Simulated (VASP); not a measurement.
# Zn (Cmce) in VASP: further runs

Runs on Zn. Level: PBE. Tasks: relaxation of cell and atoms, single point.

All numbers are computed with VASP 6.6.1; they aren't measurements. Logs are shortened: lines on timing, memory, paths and dates and some standing lists are left out, and cuts for length are marked.

### Step 1. The cell of the first run

Symmetry: Cmce, No. 64, orthorhombic system. Conventional cell: a = 5.228 Å, b = 3.455 Å, c = 7.048 Å, α = 90.00°, β = 90.00°, γ = 90.00°. Zn (site symmetry m) has 3 Zn at 1.95 to 2.55 Å within 2.6 Å.

### Step 2. Relaxation of cell and atoms, PBE

INCAR

```
ALGO     = Normal         # electronic algorithm
EDIFF    = 1E-6           # SCF threshold, eV
EDIFFG   = -0.04          # ionic threshold
ENCUT    = 600            # plane-wave cutoff, eV
GGA      = PE             # functional
IBRION   = 2              # ionic algorithm
ISIF     = 3              # what is computed and relaxed
ISMEAR   = 0              # smearing method
LASPH    = T              # aspherical terms in the spheres
LCHARG   = F              # write CHGCAR
LREAL    = F              # projectors in reciprocal space
LWAVE    = F              # write WAVECAR
NELM     = 100            # most SCF steps
NSW      = 90             # ionic steps
PREC     = Accurate       # precision mode
SIGMA    = 0.1            # smearing width, eV
```

KPOINTS

```
k-points
0
Gamma
  6 6 4
```

POSCAR

```
Zn
1.0
    2.6140511515     -1.7276878389      0.0000000000
    2.6140511515      1.7276878389      0.0000000000
    0.0000000000      0.0000000000      7.0476692657
Zn
4
Direct
    0.8500000000      0.1500000000      0.1170000000
    0.6500000000      0.3500000000      0.6170000000
    0.1500000000      0.8500000000      0.8830000000
    0.3500000000      0.6500000000      0.3830000000
```

Potentials or basis: VASP PAW PBE potentials, release 64 (Zn).

Run with:

```console
$ cat potpaw_PBE.64/Zn/POTCAR > POTCAR
$ mpirun -np 1 vasp_std > vasp.out
```

OUTCAR:

```text
EDIFF = 1E-6
   EDIFFG = -0.04
   ENCUT = 600
   GGA = PE
   IBRION = 2
   ISIF = 3
   ISMEAR = 0
   LASPH = T
   LREAL = F
   NELM = 100
   NSW = 90
   PREC = Accurate

 ion  position               nearest neighbor table
   1  0.850  0.150  0.117-   3 1.95   4 2.55   4 2.55   3 2.93
   2  0.650  0.350  0.617-   4 1.95   3 2.55   3 2.55   4 2.93
   3  0.150  0.850  0.883-   1 1.95   2 2.55   2 2.55   1 2.93
   4  0.350  0.650  0.383-   2 1.95   1 2.55   1 2.55   2 2.93

  LATTYP: Found a base centered orthorhombic cell.
 ALAT       =     3.4553756778
 B/A-ratio  =     1.5130344109
 C/A-ratio  =     2.0396246090

  Lattice vectors:

 A1 = (  -2.6140511515,  -1.7276878389,   0.0000000000)
 A2 = (   2.6140511515,  -1.7276878389,   0.0000000000)
 A3 = (   0.0000000000,   0.0000000000,   7.0476692657)

Analysis of symmetry for initial positions (statically):
=====================================================================
 Subroutine PRICEL returns:
 Original cell was already a primitive cell.

 Routine SETGRP: Setting up the symmetry group for a
 base centered orthorhombic supercell.

 Subroutine GETGRP returns: Found  8 space group operations
 (whereof  4 operations were pure point group operations)
 out of a pool of  8 trial point group operations.

The static configuration has the point symmetry C_2h.
 The point group associated with its full space group is D_2h.

Analysis of symmetry for dynamics (positions and initial velocities):
=====================================================================
 Subroutine PRICEL returns:
 Original cell was already a primitive cell.

 Routine SETGRP: Setting up the symmetry group for a
 base centered orthorhombic supercell.

 Subroutine GETGRP returns: Found  8 space group operations
 (whereof  4 operations were pure point group operations)
 out of a pool of  8 trial point group operations.

The dynamic configuration has the point symmetry C_2h.
 The point group associated with its full space group is D_2h.

 Subroutine INISYM returns: Found  8 space group operations
 (whereof  4 operations are pure point group operations),
 and found     1 'primitive' translations

----------------------------------------------------------------------------------------

                                     Primitive cell

  volume of cell :      63.6583

  direct lattice vectors                    reciprocal lattice vectors
     2.614051152 -1.727687839  0.000000000     0.191273992 -0.289404132  0.000000000
     2.614051152  1.727687839  0.000000000     0.191273992  0.289404132  0.000000000
     0.000000000  0.000000000  7.047669266     0.000000000  0.000000000  0.141890881

  length of vectors
     3.133395713  3.133395713  7.047669266     0.346901271  0.346901271  0.141890881

  position of ions in fractional coordinates (direct lattice)
     0.850000000  0.150000000  0.117000000
     0.650000000  0.350000000  0.617000000
     0.150000000  0.850000000  0.883000000
     0.350000000  0.650000000  0.383000000

  ion indices of the primitive-cell ions
   primitive index   ion index
                 1           1
                 2           2
                 3           3
                 4           4

----------------------------------------------------------------------------------------

 KPOINTS: k-points

Automatic generation of k-mesh.
 Grid dimensions read from file:
 generate k-points for:    6    6    4

 Generating k-lattice:

  Cartesian coordinates                     Fractional coordinates (reciprocal lattice)
     0.031878999 -0.048234022  0.000000000     0.166666667  0.000000000  0.000000000
     0.031878999  0.048234022  0.000000000     0.000000000  0.166666667  0.000000000
     0.000000000  0.000000000  0.035472720     0.000000000  0.000000000  0.250000000

  Length of vectors
     0.057816879  0.057816879  0.035472720

  Shift w.r.t. Gamma in fractional coordinates (k-lattice)
     0.000000000  0.000000000  0.000000000

 Subroutine IBZKPT returns following result:
 ===========================================

[... 46 lines left out ...]
  in kB      -15.4656978    189.6402422    498.8605325      0.0000000     -0.0000000      0.0000000
  external PRESSURE =     224.3450257 kB  Pullay stress =       0.0000000 kB
[... 23 lines left out ...]
  energy  without entropy=       -1.0647771090  energy(sigma->0) =       -1.06710551

--------------------------------------- Ionic step        2  -------------------------------------------

 number of electron      47.9999993 magnetization

 E-fermi :   1.0238     XC(G=0):  -9.8094

 val. band max:        1.0050719565   @ k =   0.3333   0.0000   0.5000
 cond. band min:       1.0284704110   @ k =   0.5000   0.0000   0.2500
 fundamental gap:      0.0233984545
 Fermi energy:         1.0237544427

 k-point     1 :       0.0000    0.0000    0.0000
  band No.  band energies     occupation
      1      -7.1899      2.00000
      2      -6.4861      2.00000
      3      -6.4569      2.00000
      4      -6.3783      2.00000
      5      -6.3737      2.00000
      6      -6.3398      2.00000
[... 733 lines left out ...]
     27       2.2358      0.00000
     28       3.7250      0.00000

 [... further k-points ...]
[... 5 lines left out ...]
  --------------------------------------------------------------------------------------
  -------------------------------------------------------------------------------------
  Total       -2.7844847     -0.9355487     -2.9710460      0.0000000     -0.0000000      0.0000000
  in kB      -52.2355364    -17.5504241    -55.7353330      0.0000000     -0.0000000      0.0000000
  external PRESSURE =     -41.8404312 kB  Pullay stress =       0.0000000 kB
[... 57 lines left out ...]
  FREE ENERGIE OF THE ION-ELECTRON SYSTEM (eV)
  ---------------------------------------------------
  free  energy   TOTEN  =        -3.4589719194 eV

  energy  without entropy=       -3.4494704053  energy(sigma->0) =       -3.45422116

[... ionic steps 4 to 22 ...]

--------------------------------------- Ionic step       23  -------------------------------------------

 number of electron      47.9999852 magnetization

------------------------ aborting loop because EDIFF is reached ----------------------------------------

  FORCE on cell =-STRESS in cart. coord.  units (eV):
  Direction    XX          YY          ZZ          XY          YZ          ZX
  --------------------------------------------------------------------------------------
  -------------------------------------------------------------------------------------
  Total       -0.2047026     -0.1238554     -0.0523720      0.0000000     -0.0000000      0.0000000
  in kB       -5.1625131     -3.1235789     -1.3208006      0.0000000     -0.0000000      0.0000000
  external PRESSURE =      -3.2022975 kB  Pullay stress =       0.0000000 kB
[... 61 lines left out ...]
  energy  without entropy=       -4.1684533911  energy(sigma->0) =       -4.17127743

--------------------------------------- Ionic step       25  -------------------------------------------

 number of electron      47.9999846 magnetization

 Free energy of the ion-electron system (eV)
  ---------------------------------------------------
  ext. energy  EPLUGINS =         0.00000000
  ---------------------------------------------------
  free energy    TOTEN  =        -4.17451489 eV

  energy without entropy =       -4.16852965  energy(sigma->0) =       -4.17152227

 E-fermi :   2.8973     XC(G=0): -11.3322

 val. band max:        2.8840752881   @ k =   0.3333   0.1667   0.0000
 cond. band min:       2.9050760879   @ k =   0.5000   0.1667   0.5000
 fundamental gap:      0.0210007998
 Fermi energy:         2.8973499931

 k-point     1 :       0.0000    0.0000    0.0000
  band No.  band energies     occupation
      1      -7.2446      2.00000
      2      -5.9973      2.00000
      3      -5.9739      2.00000
      4      -5.5615      2.00000
      5      -5.2163      2.00000
      6      -5.1413      2.00000
[... 733 lines left out ...]
     27       6.1756      0.00000
     28       6.8282      0.00000

 [... further k-points ...]
[... 5 lines left out ...]
  --------------------------------------------------------------------------------------
  -------------------------------------------------------------------------------------
  Total       -0.0721109     -0.0952628     -0.1201848      0.0000000      0.0000000      0.0000000
  in kB       -1.8220562     -2.4070450     -3.0367597      0.0000000      0.0000000      0.0000000
  external PRESSURE =      -2.4219537 kB  Pullay stress =       0.0000000 kB
[... 19 lines left out ...]
  FREE ENERGIE OF THE ION-ELECTRON SYSTEM (eV)
  ---------------------------------------------------
  free  energy   TOTEN  =        -4.1745148933 eV

  energy  without entropy=       -4.1685296504  energy(sigma->0) =       -4.17152227

 reached required accuracy - stopping structural energy minimisation
```

It took 17 min on 1 thread of Intel Xeon Platinum 8259CL at 2.50GHz (Skylake/Cascade Lake), shared host; peak memory 0.24 GiB.

What came out:

| Property | Result |
| --- | --- |
| Free energy | -4.1745 eV |
| Relaxed volume | 15.85 Å³/atom |
| Relaxed cell | a = 2.598 Å, b = 2.598 Å, c = 9.845 Å, α = 90.00°, β = 90.00°, γ = 72.66° |
| Space group after relaxing (to 0.05 Å) | Cmce (No. 64) |
| Energy gained by relaxing | 776.3 meV/atom |
| Ionic steps | 25 |
| Pressure after relaxing | -0.2 GPa |
| Largest force after relaxing | 0.027 eV/Å |
| Band gap on the k mesh | zero (band 24 reaches 4.81 eV, above the bottom of band 25 at 0.06 eV) |

Forces on the atoms (eV/Å):
```
Zn   0.000  0.027 -0.002
Zn   0.000 -0.027 -0.002
Zn   0.000 -0.027  0.002
Zn   0.000  0.027  0.002
```

The path:
```tsv
step	energy change (eV)	largest force (eV/Å)	pressure (GPa)	volume (Å³)
1	0.0000	6.5837	22.43	63.66
2	-1.8122	0.7391	-4.18	85.41
3	-2.3895	0.4039	-1.76	73.78
4	-2.3917	0.3863	-1.61	73.57
5	-2.3938	0.3530	-1.35	73.14
6	-2.4705	0.3265	-1.47	71.83
7	-2.6816	0.2338	-1.74	67.75
8	-2.9093	0.2885	4.41	59.01
9	-2.9333	0.2206	1.90	61.09
10	-2.9339	0.2468	2.49	60.32
11	-2.9971	0.0776	-0.12	63.32
12	-2.8507	0.0056	-4.18	71.81
13	-3.0642	0.0313	-2.23	65.67
14	-3.0528	0.0140	-2.99	67.65
15	-3.0695	0.0236	-2.62	66.33
16	-3.0633	0.0164	-1.78	66.23
17	-3.0776	0.0186	-2.27	66.30
18	-3.0953	0.0229	-0.84	64.86
19	-3.0992	0.0247	-0.83	64.33
20	-3.1025	0.0287	0.18	63.28
21	-3.1039	0.0286	0.31	63.31
22	-3.1044	0.0285	0.18	63.35
23	-3.1047	0.0271	-0.32	63.53
24	-3.1047	0.0273	-0.23	63.51
25	-3.1051	0.0266	-0.24	63.41
```

Final structure:
```yaml
crystal:
  lattice:
    - [2.09258, -1.53893, 0.00000]
    - [2.09258, 1.53893, 0.00000]
    - [0.00000, 0.00000, 9.84507]
  atoms:
    - { symbol: Zn, position: [0.77413, 0.22587, 0.12537] }
    - { symbol: Zn, position: [0.72587, 0.27413, 0.62537] }
    - { symbol: Zn, position: [0.22587, 0.77413, 0.87463] }
    - { symbol: Zn, position: [0.27413, 0.72587, 0.37463] }
```

Caveat: the k points lie up to 0.42 Å⁻¹ apart in the final cell.

### Step 3. Relaxation of cell and atoms, PBE

This run uses another cell than the first one, of 15.86 Å³/atom, 0.997 times its volume.

INCAR

```
PREC     = Accurate       # precision mode
ENCUT    = 600            # plane-wave cutoff, eV
EDIFF    = 1E-6           # SCF threshold, eV
ISMEAR   = 0              # smearing method
SIGMA    = 0.1            # smearing width, eV
LREAL    = F              # projectors in reciprocal space
LASPH    = T              # aspherical terms in the spheres
NELM     = 100            # most SCF steps
ALGO     = Normal         # electronic algorithm
ISIF     = 3              # what is computed and relaxed
LWAVE    = F              # write WAVECAR
LCHARG   = F              # write CHGCAR
GGA      = PE             # functional
IBRION   = 2              # ionic algorithm
NSW      = 90             # ionic steps
EDIFFG   = -0.04          # ionic threshold
```

KPOINTS

```
regular mesh
0
Gamma
  6 6 4
```

POSCAR

```
Zn
1.0
    1.5576340731     -4.9411352773      0.0000000000
    1.5576340731      4.9411352773      0.0000000000
    0.0000000000      0.0000000000      4.1223185742
Zn
4
Direct
    0.0980000000      0.9020000000      0.9100000000
    0.5980000000      0.4020000000      0.5900000000
    0.9020000000      0.0980000000      0.0900000000
    0.4020000000      0.5980000000      0.4100000000
```

Potentials or basis: VASP PAW PBE potentials, release 64 (Zn).

Run with:

```console
$ cat potpaw_PBE.64/Zn/POTCAR > POTCAR
$ mpirun -np 1 vasp_std > vasp.out
```

It took 29 min on 1 thread of Intel Xeon Platinum 8259CL at 2.50GHz (Skylake/Cascade Lake), shared host; peak memory 0.28 GiB.

The run converged. Its results:

| Item | Value |
| --- | --- |
| Free energy | -3.9549 eV |
| Relaxed volume | 16.44 Å³/atom |
| Relaxed cell | a = 5.418 Å, b = 5.418 Å, c = 4.211 Å, α = 90.00°, β = 90.00°, γ = 147.86° |
| Space group after relaxing (to 0.05 Å) | Fmmm (No. 69) |
| Energy gained by relaxing | 1450.6 meV/atom |
| Ionic steps | 21 |
| Pressure after relaxing | -0.1 GPa |
| Largest force after relaxing | 0.026 eV/Å |
| Band gap on the k mesh | zero (band 24 reaches 4.78 eV, above the bottom of band 25 at 1.67 eV) |

Forces in eV/Å, atoms in the order of the input:
```
Zn   0.000 -0.009 -0.024
Zn   0.000 -0.009  0.024
Zn   0.000  0.009  0.024
Zn   0.000  0.009 -0.024
```

Stress tensor (GPa, compression positive):
```
 0.25  0.00  0.00
 0.00 -0.17  0.00
 0.00  0.00 -0.30
```

The path:
| step | energy change (eV) | largest force (eV/Å) | pressure (GPa) | volume (Å³) |
| --- | --- | --- | --- | --- |
| 1 | 0.0000 | 6.4094 | 45.71 | 63.45 |
| 2 | -3.9237 | 0.0928 | -5.50 | 114.60 |
| 3 | -4.5022 | 0.7344 | -2.52 | 90.32 |
| 4 | -4.5004 | 0.7711 | -2.13 | 89.72 |
| 5 | -4.6571 | 0.8186 | -2.35 | 86.27 |
| 6 | -5.1808 | 0.9099 | -2.62 | 76.44 |
| 7 | -5.4059 | 0.8090 | 10.63 | 59.05 |
| 8 | -5.5266 | 0.8542 | 0.98 | 67.40 |
| 9 | -5.5597 | 0.7901 | 4.78 | 62.97 |
| 10 | -5.6317 | 0.4823 | 4.17 | 62.74 |
| 11 | -5.6349 | 0.4570 | 4.13 | 62.68 |
| 12 | -5.6995 | 0.3088 | 1.32 | 64.94 |
| 13 | -5.7174 | 0.1933 | -0.91 | 67.15 |
| 14 | -5.7275 | 0.1435 | -0.57 | 66.81 |
| 15 | -5.7400 | 0.0634 | -0.22 | 66.26 |
| 16 | -5.7486 | 0.1255 | 0.64 | 65.16 |
| 17 | -5.7491 | 0.0761 | 0.26 | 65.44 |
| 18 | -5.7604 | 0.0775 | 0.21 | 65.46 |
| 19 | -5.7941 | 0.1377 | 0.13 | 65.43 |
| 20 | -5.7947 | 0.1453 | 0.16 | 65.40 |
| 21 | -5.8023 | 0.0259 | -0.07 | 65.76 |

Final structure:
```cif
data_structure
_symmetry_space_group_name_H-M 'P 1'
_symmetry_Int_Tables_number 1
_cell_length_a 5.4184
_cell_length_b 5.4184
_cell_length_c 4.2107
_cell_angle_alpha 90.000
_cell_angle_beta 90.000
_cell_angle_gamma 147.863
_cell_volume 65.76
loop_
_atom_site_label
_atom_site_type_symbol
_atom_site_fract_x
_atom_site_fract_y
_atom_site_fract_z
_atom_site_occupancy
Zn1 Zn 0.13181 0.86819 0.00063 1
Zn2 Zn 0.63181 0.36819 0.49937 1
Zn3 Zn 0.86819 0.13181 0.99937 1
Zn4 Zn 0.36819 0.63181 0.50063 1
```

Levels at points of the mesh, in eV from the Fermi level:
```
           k point  band 21  band 22  band 23  band 24  band 25  band 26  band 27  band 28
(0.00, 0.00, 0.00)    -6.69    -3.43    -3.35    -1.54     0.56     2.68     4.39     7.38
(0.50, 0.00, 0.00)    -4.61    -4.61    -1.80    -1.80     3.80     3.80     4.15     4.15
(0.50, 0.50, 0.00)    -6.70    -6.68    -0.25     0.46     1.35     1.82     3.37     4.17
(0.00, 0.00, 0.50)    -7.11    -7.11    -1.95    -1.95    -0.64    -0.64    10.06    10.06
(0.50, 0.00, 0.50)    -2.73    -2.73    -2.11    -2.11    -0.36    -0.36     1.27     1.27
(0.50, 0.50, 0.50)    -5.98    -5.98    -5.43    -5.43     5.56     5.56     6.06     6.06
```

Caveat: the k points lie up to 0.37 Å⁻¹ apart in the final cell.

### Step 4. Single point, PBE

This run uses another cell than the first one, of 15.86 Å³/atom, 0.997 times its volume.

INCAR

```
SYSTEM = Zn
ALGO = Normal
EDIFF = 1E-6
ENCUT = 520
GGA = PE
ISIF = 2
ISMEAR = 0
LASPH = .True.
LCHARG = .True.
LELF = .True.
LREAL = .False.
LVHAR = .True.
LWAVE = .False.
NBANDS = 32
NELM = 100
PREC = Accurate
SIGMA = 0.1
```

KPOINTS

```
k-points
0
Gamma
  6 6 4
  0 0 0
```

POSCAR is that of step 3.

Run with:

```console
$ cat potpaw_PBE.64/Zn/POTCAR > POTCAR
$ mpirun -np 1 vasp_std > vasp.out
```

It took 1.9 min on 1 thread of Intel Xeon Platinum 8259CL at 2.50GHz (Skylake/Cascade Lake), shared host; peak memory 0.23 GiB.

Results (log left out):

```yaml
Free_energy: 1.8469 eV
Pressure: 45.8 GPa
Largest_force: 6.412 eV/Å
Band_gap_on_the_k_mesh: zero (band 24 reaches 4.49 eV, above the bottom of band 25 at 2.31 eV)
```

Forces in eV/Å, atoms in the order of the input:
```
Zn   0.000 -4.385  4.677
Zn   0.000 -4.385 -4.677
Zn   0.000  4.385 -4.677
Zn   0.000  4.385  4.677
```

Stress tensor (GPa, compression positive):
```
56.17  0.00  0.00
 0.00 37.79  0.00
 0.00  0.00 43.36
```

Levels at points of the mesh, in eV from the Fermi level:
```
           k point  band 21  band 22  band 23  band 24  band 25  band 26  band 27  band 28
(0.00, 0.00, 0.00)    -6.90    -3.70    -2.93    -0.15    -0.02     4.87     4.95     6.12
(0.50, 0.00, 0.00)    -5.46    -5.46    -1.77    -1.77     2.44     2.44     3.85     3.85
(0.50, 0.50, 0.00)    -6.90    -6.66    -0.13     0.42     1.39     2.65     4.14     4.47
(0.00, 0.00, 0.50)    -6.88    -6.88    -1.22    -1.22     0.41     0.41     7.14     7.14
(0.50, 0.00, 0.50)    -3.68    -3.68    -3.12    -3.12     0.45     0.45     1.32     1.32
(0.50, 0.50, 0.50)    -6.44    -6.44    -4.25    -4.25     5.97     5.97     6.74     6.74
```

Caveat: the k points lie up to 0.38 Å⁻¹ apart; forces of over 1 eV/Å act on the atoms, so gaps and moduli don't describe the material at rest.

### Step 5. The runs side by side

| task | cell | cutoff (eV) | gap on the mesh (eV) | pressure (GPa) | relaxed volume (Å³/atom) | largest force (eV/Å) |
| --- | --- | --- | --- | --- | --- | --- |
| relaxation of cell and atoms | relaxed from a = 3.133, b = 3.133, c = 7.048 Å, angles 90.0, 90.0, 66.9°, 4 atoms | 600 | none | -0.2 | 15.85 | 0.03 |
| relaxation of cell and atoms | relaxed from a = 5.181, b = 5.181, c = 4.122 Å, angles 90.0, 90.0, 145.0°, 4 atoms | 600 | none | -0.1 | 16.44 | 0.03 |
| single point | a = 5.181, b = 5.181, c = 4.122 Å, angles 90.0, 90.0, 145.0°, 4 atoms | 520 | none | 45.8 | - | 6.41 |

Alike in all rows: level PBE; potentials or basis VASP PAW PBE potentials, release 64 (Zn); no spin polarisation; k mesh 6 × 6 × 4; smearing gaussian 0.1 eV.

Caveats: all runs use coarse meshes; forces of over 1 eV/Å act on the atoms, so gaps and moduli don't describe the material at rest (some runs).

Absolute energies hang on the potentials; compare differences alone.
